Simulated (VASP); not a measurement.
# LiCl (I4/mmm) in VASP: notebook, part 2 of 2

VASP 6.6.1. Earlier steps stand in the parts before.

### 5 Single point, PBE (strain +0.025 along x and y, -0.025 along z)

The input, INCAR:

```
  PREC = Accurate
  ENCUT = 520
  EDIFF = 1E-6
  ISMEAR = 0
  SIGMA = 0.05
  LREAL = False
  LASPH = True
  NELM = 60
  ALGO = Normal
  ISIF = 2
  LWAVE = False
  LCHARG = True
  GGA = PE
  LELF = True
  LVHAR = True
  NBANDS = 12
```

The input, KPOINTS:

```
regular mesh
0
Gamma
  8 8 8
```

The input, POSCAR:

```
LiCl
1.0
    0.0000000000      2.6288790000      2.5006410000
    2.6288790000      0.0000000000      2.5006410000
    2.6288790000      2.6288790000      0.0000000000
Li Cl
1 1
Direct
    0.0000000000      0.0000000000      0.0000000000
    0.5000000000      0.5000000000      0.5000000000
```

Potentials or basis: VASP PAW PBE potentials, release 64 (Li_sv, Cl).

On the command line:

```bash
$ cat potpaw_PBE.64/Li_sv/POTCAR potpaw_PBE.64/Cl/POTCAR > POTCAR
$ mpirun -np 1 vasp_std > vasp.out
```

OUTCAR:

```text
PREC = Accurate
   ENCUT = 520
   EDIFF = 1E-6
   ISMEAR = 0
   LREAL = False
   LASPH = True
   NELM = 60
   ISIF = 2
   GGA = PE

 ion  position               nearest neighbor table
   1  0.000  0.000  0.000-   2 2.50   2 2.50   2 2.63   2 2.63   2 2.63   2 2.63
   2  0.500  0.500  0.500-   1 2.50   1 2.50   1 2.63   1 2.63   1 2.63   1 2.63

  LATTYP: Found a body centered tetragonal cell.
 ALAT       =     3.7177963356
 C/A-ratio  =     1.3452275349

  Lattice vectors:

 A1 = (   0.0000000000,  -2.6288790000,  -2.5006410000)
 A2 = (   0.0000000000,   2.6288790000,  -2.5006410000)
 A3 = (   2.6288790000,   0.0000000000,   2.5006410000)

Analysis of symmetry for initial positions (statically):
=====================================================================
 Subroutine PRICEL returns:
 Original cell was already a primitive cell.

 Routine SETGRP: Setting up the symmetry group for a
 body centered tetragonal supercell.

 Subroutine GETGRP returns: Found 16 space group operations
 (whereof 16 operations were pure point group operations)
 out of a pool of 16 trial point group operations.

The static configuration has the point symmetry D_4h.

Analysis of symmetry for dynamics (positions and initial velocities):
=====================================================================
 Subroutine PRICEL returns:
 Original cell was already a primitive cell.

 Routine SETGRP: Setting up the symmetry group for a
 body centered tetragonal supercell.

 Subroutine GETGRP returns: Found 16 space group operations
 (whereof 16 operations were pure point group operations)
 out of a pool of 16 trial point group operations.

The dynamic configuration has the point symmetry D_4h.

 Subroutine INISYM returns: Found 16 space group operations
 (whereof 16 operations are pure point group operations),
 and found     1 'primitive' translations

[... 115 lines left out ...]
  volume/ion in A,a.u.               =      17.28       116.62
  Fermi-wavevector in a.u.,A,eV,Ry     =   1.082764  2.046128 15.951182  1.172379
  Thomas-Fermi vector in A             =   2.218814
   LORBIT       =      0    0 simple, 1 ext, 2 COOP (PROOUT), +10 PAW based schemes
   GGA     = PE    functional components
[... 6 lines left out ...]
 Gauss-broadening in eV      SIGMA  =   0.05
  energy-cutoff  :      520.00
  volume of cell :       34.56
 maximum number of plane-waves:       942
   NGX = 13   NGY = 13   NGZ = 13

 number of electron      10.0000009 magnetization

 Free energy of the ion-electron system (eV)
  ---------------------------------------------------
  ext. energy  EPLUGINS =         0.00000000
  ---------------------------------------------------
  free energy    TOTEN  =        -7.38044466 eV

  energy without entropy =       -7.38044466  energy(sigma->0) =       -7.38044466

 E-fermi :   0.7960     XC(G=0):  -8.6238

 val. band max:        0.4449293413   @ k =   0.0000   0.0000   0.0000
 cond. band min:       6.6039936444   @ k =   0.0000   0.0000   0.0000
 fundamental gap:      6.1590643031
 Fermi energy:         0.7960129856

 k-point     1 :       0.0000    0.0000    0.0000
  band No.  band energies     occupation
      1     -43.1581      2.00000
      2     -12.9168      2.00000
      3       0.2916      2.00000
      4       0.4449      2.00000
      5       0.4449      2.00000
      6       6.6040      0.00000
      7      12.1929      0.00000
      8      12.1929      0.00000
      9      12.6157      0.00000
     10      14.4704      0.00000
     11      14.4705      0.00000
     12      14.5867      0.00000
[... 331 lines left out ...]
 k-point    24 :       0.3750   -0.0000    0.1250
  band No.  band energies     occupation
      1     -43.1562      2.00000
      2     -12.4821      2.00000
      3      -1.7064      2.00000
      4      -0.0722      2.00000
      5       0.0137      2.00000
      6       8.0048      0.00000
      7       9.8661      0.00000
      8      11.1006      0.00000
      9      11.4873      0.00000
     10      14.5855      0.00000
     11      16.5418      0.00000
     12      17.1723      0.00000

 [... further k-points ...]

------------------------ aborting loop because EDIFF is reached ----------------------------------------

  FORCE on cell =-STRESS in cart. coord.  units (eV):
  Direction    XX          YY          ZZ          XY          YZ          ZX
  --------------------------------------------------------------------------------------
  -------------------------------------------------------------------------------------
  Total       -0.1746972     -0.1746972      0.1500182      0.0000000     -0.0000000     -0.0000000
  in kB       -8.0979287     -8.0979287      6.9539561      0.0000000     -0.0000000     -0.0000000
  external PRESSURE =      -3.0806338 kB  Pullay stress =       0.0000000 kB

 VOLUME and BASIS-vectors are now :
 -----------------------------------------------------------------------------
  energy-cutoff  :      520.00
  volume of cell :       34.56
      direct lattice vectors                 reciprocal lattice vectors
     0.000000000  2.628879000  2.500641000    -0.190195136  0.190195136  0.199948733
     2.628879000  0.000000000  2.500641000     0.190195136 -0.190195136  0.199948733
     2.628879000  2.628879000  0.000000000     0.190195136  0.190195136 -0.199948733

 POSITION                                       TOTAL-FORCE (eV/Angst)
 -----------------------------------------------------------------------------------
      0.00000      0.00000      0.00000        -0.000000      0.000000      0.000000
      2.62888      2.62888      2.50064         0.000000     -0.000000      0.000000
 -----------------------------------------------------------------------------------
    total drift:                                0.000000      0.000000      0.000000

  FREE ENERGIE OF THE ION-ELECTRON SYSTEM (eV)
  ---------------------------------------------------
  free  energy   TOTEN  =        -7.3804446614 eV

  energy  without entropy=       -7.3804446614  energy(sigma->0) =       -7.38044466
```

OSZICAR:

```text
N       E                     dE             d eps       ncg     rms          rms(c)
DAV:   1     0.413335530168E+02    0.41334E+02   -0.40028E+03  1416   0.759E+02
DAV:   2    -0.497789434284E+01   -0.46311E+02   -0.44721E+02  1796   0.144E+02
DAV:   3    -0.739436768743E+01   -0.24165E+01   -0.24106E+01  1948   0.343E+01
DAV:   4    -0.744794821507E+01   -0.53581E-01   -0.53567E-01  1840   0.524E+00
DAV:   5    -0.744881335899E+01   -0.86514E-03   -0.86513E-03  1972   0.595E-01    0.236E+00
DAV:   6    -0.737402956198E+01    0.74784E-01   -0.16238E-01  1788   0.187E+00    0.168E+00
DAV:   7    -0.737595163931E+01   -0.19221E-02   -0.51497E-02  2124   0.118E+00    0.928E-01
DAV:   8    -0.738042727084E+01   -0.44756E-02   -0.68468E-03  1628   0.568E-01    0.160E-01
DAV:   9    -0.738038159273E+01    0.45678E-04   -0.22703E-04  1828   0.105E-01    0.556E-02
DAV:  10    -0.738043613187E+01   -0.54539E-04   -0.13151E-04  1640   0.768E-02    0.491E-02
DAV:  11    -0.738044388858E+01   -0.77567E-05   -0.14886E-05  1904   0.245E-02    0.246E-03
DAV:  12    -0.738044466135E+01   -0.77277E-06   -0.47624E-07  1592   0.526E-03
   1 F= -.73804447E+01 E0= -.73804447E+01  d E =-.426321E-25
```

stdout:

```text
POSCAR found type information on POSCAR LiCl
 POSCAR found :  2 types and       2 ions
 scaLAPACK will be used
 LDA part: xc-table for (Slater+PW92), standard interpolation
 POSCAR, INCAR and KPOINTS ok, starting setup
 FFT: planning ... GRIDC
 FFT: planning ... GRID_SOFT
 FFT: planning ... GRID
 WAVECAR not read
 entering main loop
```

Run time: 46 s. Hardware: 1 thread of Intel Xeon 8259CL, shared host; peak memory 0.16 GiB.

What came out:

* Free energy: -7.3804 eV
* Band gap on the k mesh: 6.16 eV, direct

Caveat: the cell differs from its parent crystal (strain +0.025 along x and y, -0.025 along z); the cutoff is under 1.25 times the usual one of these potentials, so pressure, stress and relaxed cells hold a basis-set (Pulay) error. A k mesh can miss the band edges.

### 6 Single point, PBE (strain +0.050 along x and y, -0.025 along z)

The input, INCAR:

```
PREC = Accurate
ENCUT = 520
EDIFF = 1E-6
ISMEAR = 0
SIGMA = 0.05
LREAL = False
LASPH = True
NELM = 80
ALGO = Normal
ISIF = 2
LWAVE = False
LCHARG = False
GGA = PE
NBANDS = 12
```

KPOINTS is that of step 5.

The input, POSCAR:

```
LiCl
1.0
    0.0000000000      2.6929980000      2.5006410000
    2.6929980000      0.0000000000      2.5006410000
    2.6929980000      2.6929980000      0.0000000000
Li Cl
1 1
Direct
    0.0000000000      0.0000000000      0.0000000000
    0.5000000000      0.5000000000      0.5000000000
```

Potentials or basis: VASP PAW PBE potentials, release 64 (Li_sv, Cl).

On the command line:

```bash
$ cat potpaw_PBE.64/Li_sv/POTCAR potpaw_PBE.64/Cl/POTCAR > POTCAR
$ mpirun -np 1 vasp_std > vasp.out
```

Wall time 48 s (1 thread of Intel Xeon 8259CL, shared host); peak memory 0.16 GiB.

It converged, with:

```
Free energy            : -7.3659 eV
Band gap on the k mesh : 5.89 eV, direct
```

Levels at points of the mesh, in eV from the valence-band top:
```csv
k point,band 2,band 3,band 4,band 5,band 6,band 7,band 8,band 9
"(0.00, 0.00, 0.00)",-13.23,-0.23,0.00,0.00,5.89,11.64,11.64,12.24
"(0.50, 0.00, 0.00)",-12.75,-2.60,-0.37,-0.22,6.60,9.11,9.73,12.18
"(0.50, 0.50, 0.00)",-12.48,-2.65,-1.17,-1.17,7.64,8.11,12.48,13.19
"(0.50, 0.00, 0.50)",-12.59,-2.64,-1.21,-0.75,7.73,8.47,11.47,13.04
```

Caveat: the cell differs from its parent crystal (strain +0.050 along x and y, -0.025 along z); the cutoff is under 1.25 times the usual one of these potentials, so pressure, stress and relaxed cells hold a basis-set (Pulay) error. A k mesh can miss the band edges.

### 7 Single point, PBE (strain +0.050 along x and y, +0.000 along z)

The input, INCAR:

```
ALGO = Normal
EDIFF = 1E-6
ENCUT = 520
GGA = PE
ISIF = 2
ISMEAR = 0
LASPH = True
LCHARG = False
LREAL = False
LWAVE = False
NBANDS = 12
NELM = 60
PREC = Accurate
SIGMA = 0.05
```

The input, KPOINTS:

```
k-points
0
Gamma
  8 8 8
```

The input, POSCAR:

```
LiCl
1.0
    0.0000000000      2.6929980000      2.5647600000
    2.6929980000      0.0000000000      2.5647600000
    2.6929980000      2.6929980000      0.0000000000
Li Cl
1 1
Direct
    0.0000000000      0.0000000000      0.0000000000
    0.5000000000      0.5000000000      0.5000000000
```

On the command line:

```bash
$ cat potpaw_PBE.64/Li_sv/POTCAR potpaw_PBE.64/Cl/POTCAR > POTCAR
$ mpirun -np 1 vasp_std > vasp.out
```

It took 43 s on 1 thread of Intel Xeon 8259CL, shared host; peak memory 0.16 GiB.

The run converged. Its results:

| Quantity | Value |
| --- | --- |
| Free energy | -7.3600 eV |
| Band gap on the k mesh | 5.78 eV, direct |

Levels at points of the mesh, in eV from the valence-band top:
```tsv
k point	band 2	band 3	band 4	band 5	band 6	band 7	band 8	band 9
(0.00, 0.00, 0.00)	-13.13	-0.14	0.00	0.00	5.78	11.68	11.68	12.08
(0.50, 0.00, 0.00)	-12.68	-2.48	-0.31	-0.21	6.60	9.21	9.59	11.96
(0.50, 0.50, 0.00)	-12.45	-2.53	-1.06	-1.06	7.60	8.23	12.05	13.13
(0.50, 0.00, 0.50)	-12.51	-2.52	-1.08	-0.79	7.66	8.46	11.40	13.04
```

Caveat: the cell differs from its parent crystal (strain +0.050 along x and y, +0.000 along z); the cutoff is under 1.25 times the usual one of these potentials, so pressure, stress and relaxed cells hold a basis-set (Pulay) error. A k mesh can miss the band edges.

### 8 Overview

| cell | gap on the mesh (eV) |
| --- | --- |
| a = 3.675, b = 3.675, c = 3.536 Å, angles 61.2, 61.2, 57.5°, 2 atoms | 6.26 |
| a = 3.584, b = 3.584, c = 3.718 Å, angles 58.8, 58.8, 62.5°, 2 atoms | 6.28 |
| a = 3.632, b = 3.632, c = 3.808 Å, angles 58.4, 58.4, 63.2°, 2 atoms | 6.00 |
| a = 3.628, b = 3.628, c = 3.718 Å, angles 59.2, 59.2, 61.6°, 2 atoms | 6.16 |
| a = 3.675, b = 3.675, c = 3.808 Å, angles 58.8, 58.8, 62.4°, 2 atoms | 5.89 |
| a = 3.719, b = 3.719, c = 3.808 Å, angles 59.2, 59.2, 61.6°, 2 atoms | 5.78 |

Alike in all rows: task single point; level PBE; potentials or basis VASP PAW PBE potentials, release 64 (Li_sv, Cl); no spin polarisation; k mesh 8 × 8 × 8; cutoff (eV) 520; smearing gaussian 0.05 eV.

Caveats: the cutoff is under 1.25 times the usual one of these potentials, so pressure, stress and relaxed cells hold a basis-set (Pulay) error.

Total energies depend on the potentials used, so only differences within one code and one set of settings carry meaning.
